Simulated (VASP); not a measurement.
# In (Immm) in VASP: further runs

Runs on In. Level: PBE. Tasks: single point.

Everything below comes from runs of VASP 6.6.1. Logs are shortened: lines on timing, memory, paths and dates and some standing lists are left out, and cuts for length are marked.

## (1) The cell of the first run

The structure is orthorhombic, space group Immm (No. 71). The conventional cell has a = 3.236 Å, b = 3.252 Å, c = 4.948 Å, α = 90.00°, β = 90.00°, γ = 90.00°. In (site symmetry mmm) has 12 In at 3.24 to 3.37 Å within 4.3 Å.

## (2) Single point, PBE (strain -0.0050 x Voigt [1, 0, 0, 0, 0, 0])

INCAR reads:

```
ALGO     = Fast           # electronic algorithm
EDIFF    = 1E-7           # SCF threshold, eV
ENCUT    = 520            # plane-wave cutoff, eV
GGA      = PE             # functional
ISIF     = 2              # what is computed and relaxed
ISMEAR   = 0              # smearing method
LASPH    = True           # aspherical terms in the spheres
LCHARG   = False          # write CHGCAR
LREAL    = False          # projectors in reciprocal space
LWAVE    = False          # write WAVECAR
NBANDS   = 12             # bands
NELM     = 60             # most SCF steps
PREC     = Accurate       # precision mode
SIGMA    = 0.15           # smearing width, eV
```

KPOINTS reads:

```
k-points
0
Gamma
  20 20 20
```

POSCAR reads:

```
In
1.0
   -1.6180192500      1.6261500000      2.4739500000
    1.6180192500     -1.6261500000      2.4739500000
    1.6180192500      1.6261500000     -2.4739500000
In
1
Direct
    0.0000000000      0.0000000000      0.0000000000
```

Potentials or basis: VASP PAW PBE potentials, release 64 (In_d).

The run is started by

```bash
$ cat potpaw_PBE.64/In_d/POTCAR > POTCAR
$ mpirun -np 1 vasp_std > vasp.out
```

OUTCAR:

```text
EDIFF = 1E-7
   ENCUT = 520
   GGA = PE
   ISIF = 2
   ISMEAR = 0
   LASPH = True
   LREAL = False
   NELM = 60
   PREC = Accurate

 ion  position               nearest neighbor table
   1  0.000  0.000  0.000-

  LATTYP: Found a body centered orthorhombic cell.
 ALAT       =     3.2360385000
 B/A-ratio  =     1.0050251256
 C/A-ratio  =     1.5289991142

  Lattice vectors:

 A1 = (  -1.6180192500,   1.6261500000,   2.4739500000)
 A2 = (   1.6180192500,  -1.6261500000,   2.4739500000)
 A3 = (   1.6180192500,   1.6261500000,  -2.4739500000)

Analysis of symmetry for initial positions (statically):
=====================================================================
 Subroutine PRICEL returns:
 Original cell was already a primitive cell.

 Routine SETGRP: Setting up the symmetry group for a
 body centered orthorhombic supercell.

 Subroutine GETGRP returns: Found  8 space group operations
 (whereof  8 operations were pure point group operations)
 out of a pool of  8 trial point group operations.

The static configuration has the point symmetry D_2h.

Analysis of symmetry for dynamics (positions and initial velocities):
=====================================================================
 Subroutine PRICEL returns:
 Original cell was already a primitive cell.

 Routine SETGRP: Setting up the symmetry group for a
 body centered orthorhombic supercell.

 Subroutine GETGRP returns: Found  8 space group operations
 (whereof  8 operations were pure point group operations)
 out of a pool of  8 trial point group operations.

The dynamic configuration has the point symmetry D_2h.

 Subroutine INISYM returns: Found  8 space group operations
 (whereof  8 operations are pure point group operations),
 and found     1 'primitive' translations

----------------------------------------------------------------------------------------

                                     Primitive cell

  volume of cell :      26.0373

  direct lattice vectors                    reciprocal lattice vectors
    -1.618019250  1.626150000  2.473950000     0.000000000  0.307474710  0.202105944
     1.618019250 -1.626150000  2.473950000     0.309019809  0.000000000  0.202105944
     1.618019250  1.626150000 -2.473950000     0.309019809  0.307474710  0.000000000

  length of vectors
     3.373837388  3.373837388  3.373837388     0.367950418  0.369242542  0.435928824

  position of ions in fractional coordinates (direct lattice)
     0.000000000  0.000000000  0.000000000

  ion indices of the primitive-cell ions
   primitive index   ion index
                 1           1

----------------------------------------------------------------------------------------

 KPOINTS: k-points

Automatic generation of k-mesh.
 Grid dimensions read from file:
 generate k-points for:   20   20   20

 Generating k-lattice:

  Cartesian coordinates                     Fractional coordinates (reciprocal lattice)
     0.000000000  0.015373736  0.010105297     0.050000000  0.000000000 -0.000000000
     0.015450990  0.000000000  0.010105297     0.000000000  0.050000000 -0.000000000
     0.015450990  0.015373736  0.000000000     0.000000000  0.000000000  0.050000000

  Length of vectors
     0.018397521  0.018462127  0.021796441

  Shift w.r.t. Gamma in fractional coordinates (k-lattice)
     0.000000000  0.000000000  0.000000000

 Subroutine IBZKPT returns following result:
 ===========================================

 Found   1166 irreducible k-points:

 Following reciprocal coordinates:
            Coordinates               Weight
  0.000000  0.000000  0.000000      1.000000
  0.050000  0.000000  0.000000      4.000000
  0.100000 -0.000000  0.000000      4.000000
  0.150000  0.000000 -0.000000      4.000000
  0.200000 -0.000000  0.000000      4.000000
  0.250000  0.000000  0.000000      4.000000
[... 16 lines left out ...]
 -0.450000  0.050000 -0.000000      8.000000
 -0.400000  0.050000  0.000000      8.000000
 [... further k-points ...]
   k-points           NKPTS =   1166   k-points in BZ     NKDIM =   1166   number of bands    NBANDS=     12
   number of dos      NEDOS =    301   number of ions     NIONS =      1
   total plane-waves  NPLWV =  21952
   dimension x,y,z NGX =    28 NGY =   28 NGZ =   28
   dimension x,y,z NGXF=    56 NGYF=   56 NGZF=   56
   ions per type =               1
   NGX,Y,Z   is equivalent  to a cutoff of  13.80, 13.80, 13.80 a.u.
   NGXF,Y,Z  is equivalent  to a cutoff of  27.59, 27.59, 27.59 a.u.
 SYSTEM =  unknown system
   PREC   = accura    normal or accurate (medium, high low for compatibility)
   ISTART =      0    job   : 0-new  1-cont  2-samecut
   ICHARG =      2    charge: 1-file 2-atom 10-const
   ISPIN  =      1    spin polarized calculation?
   LNONCOLLINEAR =      F non collinear calculations
   LSORBIT =      F    spin-orbit coupling
   LASPH  =      T    aspherical Exc in radial PAW
   ENCUT  =  520.0 eV  38.22 Ry    6.18 a.u.   6.27  6.27  6.27*2*pi/ulx,y,z
   NELM   =     60;   NELMIN=  2; NELMDL= -5     # of ELM steps
   EDIFF  = 0.1E-06   stopping-criterion for ELM
   LREAL  =      F    real-space projection
   EDIFFG = 0.1E-05   stopping-criterion for IOM
   NSW    =      0    number of steps for IOM
   IBRION =     -1    ionic relax: 0-MD 1-quasi-New 2-CG
   NFREE  =      0    steps in history (QN), initial steepest desc. (CG)
   ISIF   =      2    stress and relaxation
   ISYM   =      2    0-nonsym 1-usesym 2-fastsym
   POTIM  = 0.5000    time-step for ionic-motion
   TEBEG  =    0.0;   TEEND  =   0.0 temperature during run
   PSTRESS=    0.0 pullay stress
   NELECT =      13.0000    total number of electrons
   NUPDOWN=      -1.0000    fix difference up-down
   EMIN   =  10.00;   EMAX   =-10.00  energy-range for DOS
   EFERMI =   0.00;   METHOD = LEGACY
   ISMEAR =     0;   SIGMA  =   0.15  broadening in eV -4-tet -1-fermi 0-gaus
   EFERMI_NEDOS =   21; number of points for ismear=-14 and -15
   IALGO  =     68    algorithm
   IMIX   =      4    mixing-type and parameters
     AMIX     =   0.40;   BMIX     =  1.00
     AMIX_MAG =   1.60;   BMIX_MAG =  1.00
  volume/ion in A,a.u.               =      26.04       175.71
  Fermi-wavevector in a.u.,A,eV,Ry     =   1.298746  2.454274 22.949506  1.686741
  Thomas-Fermi vector in A             =   2.430054
   LORBIT       =      0    0 simple, 1 ext, 2 COOP (PROOUT), +10 PAW based schemes
   GGA     = PE    functional components
   LHFCALC =     F    Hartree Fock is set to
   AEXX    =    0.0000 exact exchange contribution
   IVDW    =     0    specifies the selected vdW correction
   LEPSILON=     F    determine dielectric tensor
   LRPA    =     F    only Hartree local field effects (RPA)
 non-spin polarized calculation
 RMM-DIIS sequential band-by-band and
 Gauss-broadening in eV      SIGMA  =   0.15
  energy-cutoff  :      520.00
  volume of cell :       26.04
 maximum number of plane-waves:       717
 NGX is ok and might be reduce to    28
   NGX = 13   NGY = 13   NGZ = 13

 number of electron      13.0000006 magnetization

 Free energy of the ion-electron system (eV)
  ---------------------------------------------------
  ext. energy  EPLUGINS =         0.00000000
  ---------------------------------------------------
  free energy    TOTEN  =        -2.55205485 eV

  energy without entropy =       -2.54667126  energy(sigma->0) =       -2.54936305

 E-fermi :   7.5868     XC(G=0): -10.2754

 val. band max:        7.5859926713   @ k =   0.4500  -0.3500   0.1000
 cond. band min:       7.5884878739   @ k =  -0.4000   0.4000   0.3500
 fundamental gap:      0.0024952027
 Fermi energy:         7.5868449231

 k-point     1 :       0.0000    0.0000    0.0000
  band No.  band energies     occupation
      1      -7.1366      2.00000
      2      -7.0298      2.00000
      3      -7.0234      2.00000
      4      -6.9476      2.00000
      5      -6.8388      2.00000
      6      -1.9999      2.00000
      7      18.0875      0.00000
      8      18.2371      0.00000
      9      18.3355      0.00000
     10      19.1744      0.00000
     11      21.5786      0.00000
     12      21.6450      0.00000

 k-point     2 :       0.0500    0.0000    0.0000
  band No.  band energies     occupation
      1      -7.1327      2.00000
      2      -7.0299      2.00000
      3      -7.0194      2.00000
      4      -6.9468      2.00000
      5      -6.8405      2.00000
      6      -1.9451      2.00000
      7      17.3719      0.00000
      8      18.1113      0.00000
      9      18.1647      0.00000
     10      19.0676      0.00000
     11      21.7889      0.00000
     12      21.9265      0.00000

 k-point     3 :       0.1000   -0.0000    0.0000
  band No.  band energies     occupation
      1      -7.1226      2.00000
      2      -7.0310      2.00000
      3      -7.0083      2.00000
      4      -6.9426      2.00000
      5      -6.8445      2.00000
      6      -1.7801      2.00000
      7      15.7955      0.00000
      8      17.7249      0.00000
      9      17.9807      0.00000
     10      19.0169      0.00000
     11      21.8063      0.00000
     12      22.3746      0.00000
[... 286 lines left out ...]
 k-point    23 :      -0.4500    0.0500   -0.0000
  band No.  band energies     occupation
      1      -7.1248      2.00000
      2      -7.0929      2.00000
      3      -7.0047      2.00000
      4      -6.7715      2.00000
      5      -6.7264      2.00000
      6       2.2935      2.00000
      7       5.4088      2.00000
      8      14.9017      0.00000
      9      16.5247      0.00000
     10      18.2894      0.00000
     11      19.4432      0.00000
     12      21.5734      0.00000

 k-point    24 :      -0.4000    0.0500    0.0000
  band No.  band energies     occupation
      1      -7.1172      2.00000
      2      -7.0863      2.00000
      3      -6.9974      2.00000
      4      -6.7923      2.00000
      5      -6.7479      2.00000
      6       1.3840      2.00000
      7       6.7074      2.00000
      8      15.0012      0.00000
      9      16.6819      0.00000
     10      18.4808      0.00000
     11      19.6834      0.00000
     12      21.4734      0.00000

 [... further k-points ...]
[... 5 lines left out ...]
  --------------------------------------------------------------------------------------
  -------------------------------------------------------------------------------------
  Total        0.3835735      0.3723912      0.3220567      0.0000000      0.0000000      0.0000000
  in kB       23.6028243     22.9147322     19.8174503      0.0000000      0.0000000      0.0000000
  external PRESSURE =      22.1116689 kB  Pullay stress =       0.0000000 kB

 VOLUME and BASIS-vectors are now :
 -----------------------------------------------------------------------------
  energy-cutoff  :      520.00
  volume of cell :       26.04
      direct lattice vectors                 reciprocal lattice vectors
    -1.618019250  1.626150000  2.473950000     0.000000000  0.307474710  0.202105944
     1.618019250 -1.626150000  2.473950000     0.309019809  0.000000000  0.202105944
     1.618019250  1.626150000 -2.473950000     0.309019809  0.307474710  0.000000000

 POSITION                                       TOTAL-FORCE (eV/Angst)
 -----------------------------------------------------------------------------------
      0.00000      0.00000      0.00000         0.000000     -0.000000      0.000000
 -----------------------------------------------------------------------------------
    total drift:                               -0.000000     -0.000000      0.000000

  FREE ENERGIE OF THE ION-ELECTRON SYSTEM (eV)
  ---------------------------------------------------
  free  energy   TOTEN  =        -2.5520548472 eV

  energy  without entropy=       -2.5466712624  energy(sigma->0) =       -2.54936305
```

Wall time 6.8 min (1 thread of Intel Xeon Platinum 8259CL at 2.50GHz (Skylake/Cascade Lake), shared host); peak memory 0.45 GiB.

What came out:

- Free energy: -2.5521 eV
- Pressure: 2.2 GPa
- Band gap on the k mesh: zero (an odd number of electrons rules out a gap without spin polarisation)

Caveat: the cell differs from its parent crystal (strain -0.0050 x Voigt [1, 0, 0, 0, 0, 0]); spin-orbit coupling is left out, which moves the levels of the heavy elements.

## (3) Single point, PBE (strain +0.0050 x Voigt [1, 0, 0, 0, 0, 0])

INCAR reads:

```
PREC = Accurate
ENCUT = 520
EDIFF = 1E-6
ISMEAR = 0
SIGMA = 0.15
LREAL = F
LASPH = T
NELM = 100
ALGO = Fast
ISIF = 2
LWAVE = F
LCHARG = F
GGA = PE
NBANDS = 12
```

KPOINTS reads:

```
Automatic mesh
0
Gamma
  20 20 20
```

POSCAR reads:

```
In
1.0
   -1.6342807500      1.6261500000      2.4739500000
    1.6342807500     -1.6261500000      2.4739500000
    1.6342807500      1.6261500000     -2.4739500000
In
1
Direct
    0.0000000000      0.0000000000      0.0000000000
```

Potentials or basis: VASP PAW PBE potentials, release 64 (In_d).

The run is started by

```bash
$ cat potpaw_PBE.64/In_d/POTCAR > POTCAR
$ mpirun -np 1 vasp_std > vasp.out
```

It took 6.2 min on 1 thread of Intel Xeon Platinum 8259CL at 2.50GHz (Skylake/Cascade Lake), shared host; peak memory 0.45 GiB.

The run converged. Its results:

* Free energy: -2.5556 eV
* Pressure: 1.7 GPa
* Band gap on the k mesh: zero (an odd number of electrons rules out a gap without spin polarisation)

Stress tensor (GPa, compression positive):
```
1.80 0.00 0.00
0.00 1.88 0.00
0.00 0.00 1.55
```

Levels at points of the mesh, in eV from the Fermi level:
| k point | band 2 | band 3 | band 4 | band 5 | band 6 | band 7 | band 8 | band 9 | band 10 | band 11 |
| --- | --- | --- | --- | --- | --- | --- | --- | --- | --- | --- |
| (0.00, 0.00, 0.00) | -14.61 | -14.60 | -14.52 | -14.42 | -9.51 | 10.41 | 10.56 | 10.65 | 11.56 | 13.91 |
| (0.50, 0.00, 0.00) | -14.67 | -14.59 | -14.34 | -14.30 | -4.28 | -3.35 | 7.54 | 9.03 | 11.03 | 11.44 |
| (0.00, 0.50, 0.00) | -14.67 | -14.58 | -14.33 | -14.30 | -4.34 | -3.37 | 7.53 | 9.13 | 11.11 | 11.41 |
| (0.50, 0.50, 0.00) | -14.76 | -14.33 | -14.31 | -14.23 | -1.96 | -1.68 | 3.53 | 3.94 | 7.00 | 7.32 |
| (0.50, 0.50, 0.50) | -14.76 | -14.32 | -14.29 | -14.29 | -2.91 | -2.64 | 4.61 | 4.75 | 8.06 | 8.20 |

Caveat: the cell differs from its parent crystal (strain +0.0050 x Voigt [1, 0, 0, 0, 0, 0]); spin-orbit coupling is left out, which moves the levels of the heavy elements.
